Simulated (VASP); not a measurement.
Input of a VASP 6.6.1 run:

The input INCAR:

```
SYSTEM = CdF2
PREC = Accurate
ENCUT = 520
EDIFF = 1E-7
ISMEAR = 0
SIGMA = 0.01
LREAL = .False.
LASPH = .True.
NELM = 150
ALGO = Normal
ISIF = 2
LWAVE = .False.
LCHARG = .False.
MAGMOM = 0 0 0 0 0 0 0 0 0
LORBIT = 11
LSORBIT = .True.
GGA_COMPAT = .False.
LORBMOM = .True.
GGA = PS
NBANDS = 39
```

File KPOINTS:

```
regular mesh
0
Gamma
  6 6 6
  0 0 0
```

The input POSCAR:

```
CdF2
1.0
    0.0000000000      2.6921202133      2.6921202133
    2.6921202133      0.0000000000      2.6921202133
    2.6921202133      2.6921202133      0.0000000000
Cd F
1 2
Direct
    0.0000000000      0.0000000000      0.0000000000
    0.2500000000      0.2500000000      0.2500000000
    0.7500000000      0.7500000000      0.7500000000
```

Potentials or basis: VASP PAW PBE potentials, release 64 (Cd, F).

Command:

```bash
$ cat potpaw_PBE.64/Cd/POTCAR potpaw_PBE.64/F/POTCAR > POTCAR
$ mpirun -np 1 vasp_ncl > vasp.out
```

Problem. Predict the net moment.

Solution. 0.00 μB per cell.

Problem. What does it give for the pressure?

Solution. 0.7 GPa.

Moments on the atoms (μB; x, y, z):
```
Cd  0.00 0.00 0.00
F   0.00 0.00 0.00
F   0.00 0.00 0.00
```

Caveat: the PAW data sets were made with another functional, which shifts forces and pressure a little.
